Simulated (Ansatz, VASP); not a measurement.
**AlHCl4: VASP beside Ansatz**

```
CELL_PARAMETERS angstrom
4.48426 0.00000 0.00000
0.00000 4.48426 0.00000
0.00000 0.00000 6.47292
ATOMIC_POSITIONS crystal
Al 0.50000 0.50000 0.00000
H 0.00000 0.00000 0.50000
Cl 0.50000 0.00000 0.26574
Cl 0.50000 0.00000 0.73426
Cl 0.00000 0.50000 0.73426
Cl 0.00000 0.50000 0.26574
```

Change from the starting cell: species swapped into the CaSnF4 type (P4/mmm, No. 123).

Alike in both runs: task single point; functional PBE; k mesh 4 × 4 × 4; occupations gaussian, width 0.1 eV; no spin polarisation.

|  | VASP | Ansatz |
| --- | --- | --- |
| version | VASP 6.6.1 | Ansatz 0.2.0 |
| potentials or method | VASP PAW PBE potentials, release 64 (Al, H, Cl), cutoff 520 eV | scalar-relativistic, plane waves, PAW |
| valence electrons in the cell | 32 | 32 |

|  | VASP | Ansatz | Ansatz less VASP |
| --- | --- | --- | --- |
| gap on the k mesh at the Fermi level (eV) | none | none | - |
| pressure (GPa) | -5.8 | -5.7 | +0.09 |
| traceless stress, the component that is largest in VASP (GPa) | -2.00 | -2.00 | 0.000 |
| rms of the force components (eV/Å) | 0.640 | 0.641 | +0.0004 |

Atom by atom the forces differ by 0.000 eV/Å (rms over components). A gap of «none» marks a metal or a gap that the smearing closes.
